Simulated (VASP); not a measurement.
Here is a VASP 6.6.1 calculation.

The input INCAR:

```
PREC = Accurate ; ENCUT = 520
EDIFF = 1E-6 ; ISMEAR = -1
SIGMA = 0.05 ; LREAL = F
LASPH = T ; NELM = 100
ALGO = Normal ; ISIF = 2
LWAVE = F ; LCHARG = F
GGA = PS ; NBANDS = 13
```

File KPOINTS:

```
regular mesh
0
Gamma
  12 12 12
```

File POSCAR:

```
Mo
1.0
   -1.6046509537      1.6046509537      1.6046509537
    1.6046509537     -1.6046509537      1.6046509537
    1.6046509537      1.6046509537     -1.6046509537
Mo
1
Direct
    0.0000000000      0.0000000000      0.0000000000
```

Potentials or basis: VASP PAW PBE potentials, release 64 (Mo_sv).

Launch:

```bash
$ cat potpaw_PBE.64/Mo_sv/POTCAR > POTCAR
$ mpirun -np 1 vasp_std > vasp.out
```

Question: Predict the band gap on the k mesh.

Answer: Zero (band 7 reaches 15.29 eV, above the bottom of band 8 at 10.33 eV).

Question: Predict the pressure.

Answer: -17.9 GPa.

Caveat: the PAW data sets were made with another functional, which shifts forces and pressure a little.
